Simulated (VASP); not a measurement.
# BaSi3: single point with PBEsol+D3(BJ)

The system is BaSi3.

```
Ba Si
1.0
     4.41430    0.00000    0.00000
     0.00000    4.41430    0.00000
     0.00000    0.00000    4.41430
Ba Si
1 3
Direct
  0.00000 0.00000 0.00000
  0.00000 0.50000 0.50000
  0.50000 0.50000 0.00000
  0.50000 0.00000 0.50000
```

```
Program             : VASP 6.6.1
Task                : single point
Functional          : PBEsol
Dispersion          : D3(BJ)
Potentials or basis : VASP PAW PBE potentials, release 64 (Ba_sv, Si)
Cutoff              : 520 eV
k mesh              : 8 × 8 × 8
Occupations         : gaussian, width 0.05 eV
Spin                : no spin polarisation
```

```
Pressure                   : -1.7 GPa
Band gap on the k mesh     : zero (bands 11 and 12 overlap by 2.04 eV)
Dispersion energy per atom : -0.358 eV
```

Levels at points of the mesh, in eV from the Fermi level:
```csv
k point,band 7,band 8,band 9,band 10,band 11,band 12,band 13,band 14,band 15,band 16
"(0.00, 0.00, 0.00)",-5.17,-1.89,-1.89,-1.89,1.74,1.74,1.74,2.74,2.74,2.74
"(0.50, 0.00, 0.00)",-4.29,-2.55,-2.55,-1.84,0.56,0.56,1.04,1.32,3.30,3.30
"(0.50, 0.50, 0.00)",-5.97,-3.72,-1.27,-1.27,-0.60,-0.24,1.39,1.39,3.74,4.72
"(0.50, 0.50, 0.50)",-7.10,-4.71,-1.31,-1.31,-1.31,4.43,5.16,5.16,5.16,5.66
```

Wall time 37 s on 1 thread of Intel(R) Xeon(R) Platinum 8488C (Sapphire Rapids), on a shared host, peak memory 0.23 GiB.

Caveat: the PAW data sets were made with another functional, which shifts forces and pressure a little; spin-orbit coupling is left out, which moves the levels of the heavy elements.
